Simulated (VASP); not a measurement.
# InSb in VASP: single point with r2SCAN

Aim: the single point of InSb with r2SCAN.

Everything below comes from runs of VASP 6.6.1. Logs are shortened: lines on timing, memory, paths and dates and some standing lists are left out, and cuts for length are marked.

## (1) The cell of the first run

The cell holds a slab with vacuum, 6 atoms: a = 4.635 Å, b = 4.635 Å, c = 25.194 Å, α = 90.00°, β = 90.00°, γ = 90.00°.

## (2) Single point, r2SCAN

POSCAR reads:

```
InSb
1.0
    4.6351943569      0.0000000000      0.0000000000
    0.0000000000      4.6351943569      0.0000000000
    0.0000000000      0.0000000000     25.1939434048
Sb In
3 3
Direct
    0.0000000000      0.5000000000      0.3373826742
    0.5000000000      0.0000000000      0.4674765348
    0.0000000000      0.5000000000      0.5979823712
    0.5000000000      0.5000000000      0.4024296045
    0.0000000000      0.0000000000      0.5313288081
    0.5000000000      0.5000000000      0.6661330294
```

INCAR.step1 reads:

```
SYSTEM = InSb
PREC = Accurate ; ENCUT = 520
ISMEAR = 0 ; SIGMA = 0.1
LREAL = .False. ; LASPH = .True.
NELM = 80 ; LDIPOL = .True.
IDIPOL = 3 ; DIPOL = 0.5 0.5 0.500
NBANDS = 36 ; GGA = PE
ALGO = Normal ; EDIFF = 1E-4
LWAVE = .True. ; LCHARG = .False.
```

INCAR.step2 reads:

```
SYSTEM = InSb
PREC = Accurate ; ENCUT = 520
EDIFF = 1E-6 ; ISMEAR = 0
SIGMA = 0.1 ; LREAL = .False.
LASPH = .True. ; NELM = 80
ALGO = Normal ; ISIF = 2
LWAVE = .False. ; LCHARG = .True.
LDIPOL = .True. ; IDIPOL = 3
DIPOL = 0.5 0.5 0.500 ; METAGGA = R2SCAN
LMIXTAU = .True. ; LELF = .True.
LVHAR = .True. ; LVACPOTAV = .True.
NBANDS = 36 ; ISTART = 1
```

KPOINTS reads:

```
regular mesh
0
Gamma
  6 6 1
  0 0 0
```

Potentials or basis: VASP PAW PBE potentials, release 64 (Sb, In_d).

On the command line:

```console
$ cat potpaw_PBE.64/Sb/POTCAR potpaw_PBE.64/In_d/POTCAR > POTCAR
$ cp INCAR.step1 INCAR
$ mpirun -np 1 vasp_std > vasp.out
$ cp INCAR.step2 INCAR
$ mpirun -np 1 vasp_std > vasp.out
```

OUTCAR:

```text
SYSTEM = InSb
   PREC = Accurate
   ENCUT = 520
   EDIFF = 1E-6
   ISMEAR = 0
   LREAL = .False.
   LASPH = .True.
   NELM = 80
   ISIF = 2
   METAGGA = R2SCAN
   ISTART = 1

 ion  position               nearest neighbor table
   1  0.000  0.500  0.337-   4 2.84   4 2.84
   2  0.500  0.000  0.467-   5 2.82   5 2.82   4 2.84   4 2.84
   3  0.000  0.500  0.598-   5 2.86   5 2.86   6 2.88   6 2.88
   4  0.500  0.500  0.402-   1 2.84   2 2.84   2 2.84   1 2.84
   5  0.000  0.000  0.531-   2 2.82   2 2.82   3 2.86   3 2.86
   6  0.500  0.500  0.666-   3 2.88   3 2.88

  LATTYP: Found a simple tetragonal cell.
 ALAT       =     4.6351943569
 C/A-ratio  =     5.4353585772

  Lattice vectors:

 A1 = (   4.6351943569,   0.0000000000,   0.0000000000)
 A2 = (   0.0000000000,   4.6351943569,   0.0000000000)
 A3 = (   0.0000000000,   0.0000000000,  25.1939434048)

Analysis of symmetry for initial positions (statically):
=====================================================================
 Subroutine PRICEL returns:
 Original cell was already a primitive cell.

 Routine SETGRP: Setting up the symmetry group for a
 simple tetragonal supercell.

 Subroutine GETGRP returns: Found  4 space group operations
 (whereof  4 operations were pure point group operations)
 out of a pool of 16 trial point group operations.

The static configuration has the point symmetry C_2v.

Analysis of symmetry for dynamics (positions and initial velocities):
=====================================================================
 Subroutine PRICEL returns:
 Original cell was already a primitive cell.

 Routine SETGRP: Setting up the symmetry group for a
 simple tetragonal supercell.

 Subroutine GETGRP returns: Found  4 space group operations
 (whereof  4 operations were pure point group operations)
 out of a pool of 16 trial point group operations.

The dynamic configuration has the point symmetry C_2v.

 Subroutine INISYM returns: Found  4 space group operations
 (whereof  4 operations are pure point group operations),
 and found     1 'primitive' translations

----------------------------------------------------------------------------------------

                                     Primitive cell

  volume of cell :     541.2925

  direct lattice vectors                    reciprocal lattice vectors
     4.635194357  0.000000000  0.000000000     0.215740684  0.000000000  0.000000000
     0.000000000  4.635194357  0.000000000     0.000000000  0.215740684  0.000000000
[... 91 lines left out ...]
   ISYM   =      2    0-nonsym 1-usesym 2-fastsym
   POTIM  = 0.5000    time-step for ionic-motion
   TEBEG  =    0.0;   TEEND  =   0.0 temperature during run
   PSTRESS=    0.0 pullay stress
   NELECT =      54.0000    total number of electrons
   NUPDOWN=      -1.0000    fix difference up-down
   EMIN   =  10.00;   EMAX   =-10.00  energy-range for DOS
   EFERMI =   0.00;   METHOD = LEGACY
   ISMEAR =     0;   SIGMA  =   0.10  broadening in eV -4-tet -1-fermi 0-gaus
   EFERMI_NEDOS =   21; number of points for ismear=-14 and -15
   IALGO  =     38    algorithm
   IMIX   =      4    mixing-type and parameters
     AMIX     =   0.40;   BMIX     =  1.00
     AMIX_MAG =   1.60;   BMIX_MAG =  1.00
  volume/ion in A,a.u.               =      90.22       608.80
  Fermi-wavevector in a.u.,A,eV,Ry     =   0.759269  1.434809  7.843605  0.576489
  Thomas-Fermi vector in A             =   1.858025
   LORBIT       =      0    0 simple, 1 ext, 2 COOP (PROOUT), +10 PAW based schemes
   METAGGA = R2SCAN    functional components
   LHFCALC =     F    Hartree Fock is set to
   AEXX    =    0.0000 exact exchange contribution
   IVDW    =     0    specifies the selected vdW correction
   LEPSILON=     F    determine dielectric tensor
   LRPA    =     F    only Hartree local field effects (RPA)
 non-spin polarized calculation
 Gauss-broadening in eV      SIGMA  =   0.10
  energy-cutoff  :      520.00
  volume of cell :      541.29
 maximum number of plane-waves:     14629
 NGX is ok and might be reduce to    36
   NGX = 17   NGY = 17   NGZ = 93

 number of electron      53.9999970 magnetization

 dipolmoment           0.000000      0.000000     -0.141225 electrons x Angstroem

 Free energy of the ion-electron system (eV)
  ---------------------------------------------------
  ext. energy  EPLUGINS =         0.00000000
  ---------------------------------------------------
  free energy    TOTEN  =      -143.39390129 eV

  energy without entropy =     -143.36936648  energy(sigma->0) =     -143.38163389

 E-fermi :  -1.2755     XC(G=0):  -4.0711

 val. band max:       -1.3021388381   @ k =   0.0000   0.1667   0.0000
 cond. band min:      -1.1948029895   @ k =   0.1667   0.1667   0.0000
 fundamental gap:      0.1073358487
 Fermi energy:        -1.2754524482

 k-point     1 :       0.0000    0.0000    0.0000
  band No.  band energies     occupation
      1     -16.2949      2.00000
      2     -16.2632      2.00000
      3     -16.2374      2.00000
      4     -16.2204      2.00000
      5     -16.1886      2.00000
      6     -16.1790      2.00000
[... 613 lines left out ...]
     35       3.8170      0.00000
     36       3.8450      0.00000

------------------------ aborting loop because EDIFF is reached ----------------------------------------

  FORCE on cell =-STRESS in cart. coord.  units (eV):
  Direction    XX          YY          ZZ          XY          YZ          ZX
  --------------------------------------------------------------------------------------
  -------------------------------------------------------------------------------------
  Total       -0.6420096     -1.2433952      0.1542943      0.0000000      0.0000000      0.0000000
  in kB       -1.9002906     -3.6803380      0.4566974      0.0000000      0.0000000      0.0000000
  external PRESSURE =      -1.7079771 kB  Pullay stress =       0.0000000 kB

 VOLUME and BASIS-vectors are now :
 -----------------------------------------------------------------------------
  energy-cutoff  :      520.00
  volume of cell :      541.29
      direct lattice vectors                 reciprocal lattice vectors
     4.635194357  0.000000000  0.000000000     0.215740684  0.000000000  0.000000000
     0.000000000  4.635194357  0.000000000     0.000000000  0.215740684  0.000000000
     0.000000000  0.000000000 25.193943405     0.000000000  0.000000000  0.039692079

 POSITION                                       TOTAL-FORCE (eV/Angst)
 -----------------------------------------------------------------------------------
      0.00000      2.31760      8.50000         0.000000      0.000000      0.142214
      2.31760      0.00000     11.77758         0.000000      0.000000      0.237676
      0.00000      2.31760     15.06553         0.000000      0.000000     -0.027898
      2.31760      2.31760     10.13879         0.000000      0.000000     -0.385658
      0.00000      0.00000     13.38627         0.000000      0.000000      0.011072
      2.31760      2.31760     16.78252         0.000000      0.000000      0.022595
 -----------------------------------------------------------------------------------
    total drift:                                0.000000      0.000000     -0.000339

  FREE ENERGIE OF THE ION-ELECTRON SYSTEM (eV)
  ---------------------------------------------------
  free  energy   TOTEN  =      -143.3939012890 eV

  energy  without entropy=     -143.3693664846  energy(sigma->0) =     -143.38163389

 vacuum level on the upper side and lower side of the slab         3.058         4.248
```

OUTCAR.step1:

```text
SYSTEM = InSb
   PREC = Accurate
   ENCUT = 520
   ISMEAR = 0
   LREAL = .False.
   LASPH = .True.
   NELM = 80
   GGA = PE
[... 856 lines left out ...]
      0.00000      0.00000     13.38627         0.000000      0.000000      0.048410
      2.31760      2.31760     16.78252         0.000000      0.000000      0.185952
 -----------------------------------------------------------------------------------
    total drift:                                0.000000      0.000000      0.004638

  FREE ENERGIE OF THE ION-ELECTRON SYSTEM (eV)
  ---------------------------------------------------
  free  energy   TOTEN  =       -18.3895135816 eV

  energy  without entropy=      -18.3638052773  energy(sigma->0) =      -18.37665943

 vacuum level on the upper side and lower side of the slab         3.066         4.194
```

OSZICAR.step1:

```text
N       E                     dE             d eps       ncg     rms          rms(c)
DAV:   1     0.415709303557E+03    0.41571E+03   -0.21031E+04  1232   0.120E+03
DAV:   2     0.186473130227E+02   -0.39706E+03   -0.39022E+03  1324   0.301E+02
DAV:   3    -0.175268744896E+02   -0.36174E+02   -0.35897E+02  1436   0.126E+02
DAV:   4    -0.188871837871E+02   -0.13603E+01   -0.13589E+01  1440   0.289E+01
DAV:   5    -0.189453682947E+02   -0.58185E-01   -0.58182E-01  1800   0.462E+00    0.627E+00
DAV:   6    -0.199484066244E+02   -0.10030E+01   -0.20644E+01  1608   0.201E+01    0.514E+00
DAV:   7    -0.190406074383E+02    0.90780E+00   -0.31666E+01  1672   0.873E+00    0.397E+00
DAV:   8    -0.184189652007E+02    0.62164E+00   -0.31501E+00  1424   0.538E+00    0.102E+00
DAV:   9    -0.183986659634E+02    0.20299E-01   -0.25440E-01  1548   0.221E+00    0.869E-01
DAV:  10    -0.183932724418E+02    0.53935E-02   -0.28850E-02  1540   0.105E+00    0.635E-01
DAV:  11    -0.183901452506E+02    0.31272E-02   -0.70527E-03  1476   0.416E-01    0.387E-01
DAV:  12    -0.183889718397E+02    0.11734E-02   -0.83228E-03  1608   0.526E-01    0.172E-01
DAV:  13    -0.183893510401E+02   -0.37920E-03   -0.17563E-03  1532   0.308E-01    0.139E-01
DAV:  14    -0.183894624336E+02   -0.11139E-03   -0.44399E-04  1160   0.109E-01    0.994E-02
DAV:  15    -0.183895135816E+02   -0.51148E-04   -0.11709E-04   932   0.854E-02
   1 F= -.18389514E+02 E0= -.18376659E+02  d E =-.257083E-01
```

Wall time 36 min (1 thread of Intel Xeon Platinum 8488C (Sapphire Rapids), shared host); peak memory 0.77 GiB.

What came out:

```
Free energy            : -143.3939 eV
Largest force          : 0.386 eV/Å
Band gap on the k mesh : zero (bands 27 and 28 overlap by 0.78 eV)
```

Forces on the atoms (eV/Å):
```
Sb   0.000  0.000  0.142
Sb   0.000  0.000  0.238
Sb   0.000  0.000 -0.028
In   0.000  0.000 -0.386
In   0.000  0.000  0.011
In   0.000  0.000  0.023
```

Caveat: the PAW data sets were made with another functional, which shifts forces and pressure a little; spin-orbit coupling is left out, which moves the levels of the heavy elements.

The gap in the log of VASP goes by the Fermi energy; the results here count the filled bands.